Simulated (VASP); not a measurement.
# Na2S (Fm-3m) in VASP: further runs, part 2 of 2

VASP 6.6.1.

## 4. Single point, r2SCAN

This run uses another cell than the first one, of 21.71 Å³/atom.

Contents of POSCAR:

```
Na2S
1.0
    3.1931676160      3.1931676160      0.0000000000
   -3.1931676160      3.1931676160      0.0000000000
    0.0000000000      3.1931676160      3.1931676160
Na S
2 1
Direct
    0.2500000000      0.7500000000      0.5000000000
    0.7500000000      0.2500000000      0.5000000000
    0.0000000000      0.0000000000      0.0000000000
```

Contents of INCAR.step1:

```
  PREC = Accurate
  ENCUT = 550
  ISMEAR = 0
  SIGMA = 0.01
  LREAL = F
  LASPH = T
  NELM = 120
  NBANDS = 17
  GGA = PE
  ALGO = Normal
  EDIFF = 1E-5
  LWAVE = T
  LCHARG = F
  GGA_COMPAT = F
```

Contents of INCAR.step2:

```
  PREC = Accurate
  ENCUT = 550
  EDIFF = 1E-6
  ISMEAR = 0
  SIGMA = 0.01
  LREAL = F
  LASPH = T
  NELM = 120
  ALGO = Normal
  ISIF = 2
  LWAVE = F
  LCHARG = F
  METAGGA = R2SCAN
  LMIXTAU = T
  NBANDS = 17
  ISTART = 1
  GGA_COMPAT = F
```

Contents of KPOINTS:

```
Automatic mesh
0
Gamma
  6 6 6
```

Potentials or basis: VASP PAW PBE potentials, release 64 (Na_pv, S).

Run with:

```console
> cat potpaw_PBE.64/Na_pv/POTCAR potpaw_PBE.64/S/POTCAR > POTCAR
> cp INCAR.step1 INCAR
> mpirun -np 1 vasp_std > vasp.out
> cp INCAR.step2 INCAR
> mpirun -np 1 vasp_std > vasp.out
```

OUTCAR:

```text
PREC = Accurate
   ENCUT = 550
   EDIFF = 1E-6
   ISMEAR = 0
   LREAL = F
   LASPH = T
   NELM = 120
   ISIF = 2
   METAGGA = R2SCAN
   ISTART = 1

 ion  position               nearest neighbor table
   1  0.250  0.750  0.500-   3 2.77   3 2.77   3 2.77   3 2.77
   2  0.750  0.250  0.500-   3 2.77   3 2.77   3 2.77   3 2.77
   3  0.000  0.000  0.000-   2 2.77   1 2.77   1 2.77   2 2.77   1 2.77   2 2.77   2 2.77   1 2.77

  LATTYP: Found a face centered cubic cell.
 ALAT       =     6.3863352320

  Lattice vectors:

 A1 = (   0.0000000000,   3.1931676160,   3.1931676160)
 A2 = (   3.1931676160,   0.0000000000,   3.1931676160)
 A3 = (   3.1931676160,   3.1931676160,   0.0000000000)

Analysis of symmetry for initial positions (statically):
=====================================================================
 Subroutine PRICEL returns:
 Original cell was already a primitive cell.

 Routine SETGRP: Setting up the symmetry group for a
 face centered cubic supercell.

 Subroutine GETGRP returns: Found 48 space group operations
 (whereof 48 operations were pure point group operations)
 out of a pool of 48 trial point group operations.

The static configuration has the point symmetry O_h .

Analysis of symmetry for dynamics (positions and initial velocities):
=====================================================================
 Subroutine PRICEL returns:
 Original cell was already a primitive cell.

 Routine SETGRP: Setting up the symmetry group for a
 face centered cubic supercell.

 Subroutine GETGRP returns: Found 48 space group operations
 (whereof 48 operations were pure point group operations)
 out of a pool of 48 trial point group operations.

The dynamic configuration has the point symmetry O_h .

 Subroutine INISYM returns: Found 48 space group operations
 (whereof 48 operations are pure point group operations),
 and found     1 'primitive' translations

----------------------------------------------------------------------------------------

                                     Primitive cell

  volume of cell :      65.1171

  direct lattice vectors                    reciprocal lattice vectors
     3.193167616  3.193167616  0.000000000     0.156584326  0.156584326 -0.156584326
    -3.193167616  3.193167616  0.000000000    -0.156584326  0.156584326 -0.156584326
     0.000000000  3.193167616  3.193167616     0.000000000  0.000000000  0.313168653

  length of vectors
     4.515820949  4.515820949  4.515820949     0.271212009  0.271212009  0.313168653

  position of ions in fractional coordinates (direct lattice)
     0.250000000  0.750000000  0.500000000
     0.750000000  0.250000000  0.500000000
     0.000000000  0.000000000  0.000000000

  ion indices of the primitive-cell ions
   primitive index   ion index
                 1           1
                 2           2
                 3           3

----------------------------------------------------------------------------------------

 KPOINTS: Automatic mesh

Automatic generation of k-mesh.
 Grid dimensions read from file:
 generate k-points for:    6    6    6

 Generating k-lattice:

  Cartesian coordinates                     Fractional coordinates (reciprocal lattice)
     0.026097388  0.026097388 -0.026097388     0.166666667  0.000000000  0.000000000
    -0.026097388  0.026097388 -0.026097388     0.000000000  0.166666667  0.000000000
     0.000000000  0.000000000  0.052194775     0.000000000  0.000000000  0.166666667

  Length of vectors
     0.045202001  0.045202001  0.052194775

  Shift w.r.t. Gamma in fractional coordinates (k-lattice)
     0.000000000  0.000000000  0.000000000

 Subroutine IBZKPT returns following result:
 ===========================================

 Found     16 irreducible k-points:

 Following reciprocal coordinates:
            Coordinates               Weight
  0.000000  0.000000  0.000000      1.000000
  0.166667  0.000000  0.000000      8.000000
  0.333333  0.000000  0.000000      8.000000
  0.500000  0.000000  0.000000      4.000000
  0.166667  0.166667  0.000000     12.000000
  0.333333  0.166667  0.000000     24.000000
[... 8 lines left out ...]
  0.500000  0.333333  0.166667     24.000000
  0.500000  0.500000  0.166667     12.000000
   k-points           NKPTS =     16   k-points in BZ     NKDIM =     16   number of bands    NBANDS=     17
   number of dos      NEDOS =    301   number of ions     NIONS =      3
   total plane-waves  NPLWV =  46656
   dimension x,y,z NGX =    36 NGY =   36 NGZ =   36
   dimension x,y,z NGXF=    72 NGYF=   72 NGZF=   72
   ions per type =               2   1
   NGX,Y,Z   is equivalent  to a cutoff of  13.25, 13.25, 13.25 a.u.
   NGXF,Y,Z  is equivalent  to a cutoff of  26.51, 26.51, 26.51 a.u.
 SYSTEM =  unknown system
   PREC   = accura    normal or accurate (medium, high low for compatibility)
   ISTART =      1    job   : 0-new  1-cont  2-samecut
   ICHARG =      0    charge: 1-file 2-atom 10-const
   ISPIN  =      1    spin polarized calculation?
   LNONCOLLINEAR =      F non collinear calculations
   LSORBIT =      F    spin-orbit coupling
   LASPH  =      T    aspherical Exc in radial PAW
   ENCUT  =  550.0 eV  40.42 Ry    6.36 a.u.   8.64  8.64  8.64*2*pi/ulx,y,z
   NELM   =    120;   NELMIN=  2; NELMDL=  0     # of ELM steps
   EDIFF  = 0.1E-05   stopping-criterion for ELM
   LREAL  =      F    real-space projection
   EDIFFG = 0.1E-04   stopping-criterion for IOM
   NSW    =      0    number of steps for IOM
   IBRION =     -1    ionic relax: 0-MD 1-quasi-New 2-CG
   NFREE  =      0    steps in history (QN), initial steepest desc. (CG)
   ISIF   =      2    stress and relaxation
   ISYM   =      2    0-nonsym 1-usesym 2-fastsym
   POTIM  = 0.5000    time-step for ionic-motion
   TEBEG  =    0.0;   TEEND  =   0.0 temperature during run
   PSTRESS=    0.0 pullay stress
   NELECT =      20.0000    total number of electrons
   NUPDOWN=      -1.0000    fix difference up-down
   EMIN   =  10.00;   EMAX   =-10.00  energy-range for DOS
   EFERMI =   0.00;   METHOD = LEGACY
   ISMEAR =     0;   SIGMA  =   0.01  broadening in eV -4-tet -1-fermi 0-gaus
   EFERMI_NEDOS =   21; number of points for ismear=-14 and -15
   IALGO  =     38    algorithm
   IMIX   =      4    mixing-type and parameters
     AMIX     =   0.40;   BMIX     =  1.00
     AMIX_MAG =   1.60;   BMIX_MAG =  1.00
  volume/ion in A,a.u.               =      21.71       146.48
  Fermi-wavevector in a.u.,A,eV,Ry     =   1.104553  2.087302 16.599607  1.220037
  Thomas-Fermi vector in A             =   2.241027
   LORBIT       =      0    0 simple, 1 ext, 2 COOP (PROOUT), +10 PAW based schemes
   METAGGA = R2SCAN    functional components
   LHFCALC =     F    Hartree Fock is set to
   AEXX    =    0.0000 exact exchange contribution
   IVDW    =     0    specifies the selected vdW correction
   LEPSILON=     F    determine dielectric tensor
   LRPA    =     F    only Hartree local field effects (RPA)
 non-spin polarized calculation
 Gauss-broadening in eV      SIGMA  =   0.01
  energy-cutoff  :      550.00
  volume of cell :       65.12
 maximum number of plane-waves:      1932
 NGX is ok and might be reduce to    36
   NGX = 17   NGY = 17   NGZ = 17

 number of electron      20.0000003 magnetization

 Free energy of the ion-electron system (eV)
  ---------------------------------------------------
  ext. energy  EPLUGINS =         0.00000000
  ---------------------------------------------------
  free energy    TOTEN  =       -18.94722613 eV

  energy without entropy =      -18.94722613  energy(sigma->0) =      -18.94722613

 E-fermi :   0.2478     XC(G=0):  -8.5611

 val. band max:        0.1802830561   @ k =   0.0000   0.0000   0.0000
 cond. band min:       3.5046281245   @ k =   0.0000   0.0000   0.0000
 fundamental gap:      3.3243450684
 Fermi energy:         0.2478231473

 k-point     1 :       0.0000    0.0000    0.0000
  band No.  band energies     occupation
      1     -22.7200      2.00000
      2     -22.7200      2.00000
      3     -22.7200      2.00000
      4     -22.6573      2.00000
      5     -22.6573      2.00000
      6     -22.6573      2.00000
[... 9 lines left out ...]
     16      10.1716      0.00000
     17      12.4615      0.00000
[... 281 lines left out ...]
 k-point    16 :       0.5000    0.5000    0.1667
  band No.  band energies     occupation
      1     -22.7510      2.00000
      2     -22.7385      2.00000
      3     -22.7131      2.00000
      4     -22.6700      2.00000
      5     -22.6464      2.00000
      6     -22.6422      2.00000
[... 9 lines left out ...]
     16      12.5386      0.00000
     17      13.2930      0.00000

------------------------ aborting loop because EDIFF is reached ----------------------------------------

  FORCE on cell =-STRESS in cart. coord.  units (eV):
  Direction    XX          YY          ZZ          XY          YZ          ZX
  --------------------------------------------------------------------------------------
  -------------------------------------------------------------------------------------
  Total        0.7584897      0.7584897      0.7584897     -0.0000000     -0.0000000      0.0000000
  in kB       18.6622976     18.6622976     18.6622976     -0.0000000     -0.0000000      0.0000000
  external PRESSURE =      18.6622976 kB  Pullay stress =       0.0000000 kB

 VOLUME and BASIS-vectors are now :
 -----------------------------------------------------------------------------
  energy-cutoff  :      550.00
  volume of cell :       65.12
      direct lattice vectors                 reciprocal lattice vectors
     3.193167616  3.193167616  0.000000000     0.156584326  0.156584326 -0.156584326
    -3.193167616  3.193167616  0.000000000    -0.156584326  0.156584326 -0.156584326
     0.000000000  3.193167616  3.193167616     0.000000000  0.000000000  0.313168653

 POSITION                                       TOTAL-FORCE (eV/Angst)
 -----------------------------------------------------------------------------------
     -1.59658      4.78975      1.59658        -0.000000      0.000000     -0.000000
      1.59658      4.78975      1.59658         0.000000     -0.000000      0.000000
      0.00000      0.00000      0.00000         0.000000      0.000000      0.000000
 -----------------------------------------------------------------------------------
    total drift:                                0.000000      0.000000      0.000000

  FREE ENERGIE OF THE ION-ELECTRON SYSTEM (eV)
  ---------------------------------------------------
  free  energy   TOTEN  =       -18.9472261282 eV

  energy  without entropy=      -18.9472261282  energy(sigma->0) =      -18.94722613
```

Wall time 2 min (1 thread of Intel Xeon 8259CL, shared host); peak memory 0.21 GiB.

Results:

* Free energy: -18.9472 eV
* Pressure: 1.9 GPa
* Band gap on the k mesh: 3.32 eV

Caveat: the PAW data sets were made with another functional, which shifts forces and pressure a little.

## 5. Single point, r2SCAN

This run uses another cell than the first one, of 21.71 Å³/atom.

POSCAR is that of step 4.

Contents of INCAR.step1:

```
SYSTEM = Na2S
PREC = Accurate ; ENCUT = 550
ISMEAR = 0 ; SIGMA = 0.01
LREAL = .False. ; LASPH = .True.
NELM = 120 ; NBANDS = 17
GGA = PE ; ALGO = Normal
EDIFF = 1E-5 ; LWAVE = .True.
LCHARG = .False. ; GGA_COMPAT = .False.
```

Contents of INCAR.step2:

```
SYSTEM = Na2S
PREC = Accurate ; ENCUT = 550
EDIFF = 1E-6 ; ISMEAR = 0
SIGMA = 0.01 ; LREAL = .False.
LASPH = .True. ; NELM = 120
ALGO = Normal ; ISIF = 2
LWAVE = .False. ; LCHARG = .False.
METAGGA = R2SCAN ; LMIXTAU = .True.
NBANDS = 17 ; ISTART = 1
GGA_COMPAT = .False.
```

Contents of KPOINTS:

```
regular mesh
0
Gamma
  6 6 6
  0 0 0
```

Run with:

```console
> cat potpaw_PBE.64/Na_pv/POTCAR potpaw_PBE.64/S/POTCAR > POTCAR
> cp INCAR.step1 INCAR
> mpirun -np 1 vasp_std > vasp.out
> cp INCAR.step2 INCAR
> mpirun -np 1 vasp_std > vasp.out
```

Wall time 1.8 min (1 thread of Intel Xeon 8259CL, shared host); peak memory 0.2 GiB.

The run converged. Its results:

* Free energy: -18.9472 eV
* Pressure: 1.9 GPa
* Band gap on the k mesh: 3.32 eV

Levels at points of the mesh, in eV from the valence-band top:
```csv
k point,band 8,band 9,band 10,band 11,band 12,band 13
"(0.00, 0.00, 0.00)",0.00,0.00,0.00,3.32,8.68,8.68
"(0.50, 0.00, 0.00)",-1.72,-0.13,-0.13,5.83,7.23,7.83
"(0.50, 0.50, 0.00)",-1.52,-0.47,-0.47,4.23,6.95,9.93
```

Caveat: the PAW data sets were made with another functional, which shifts forces and pressure a little. r2SCAN opens gaps a little over a GGA but as a rule still falls short of measured ones.
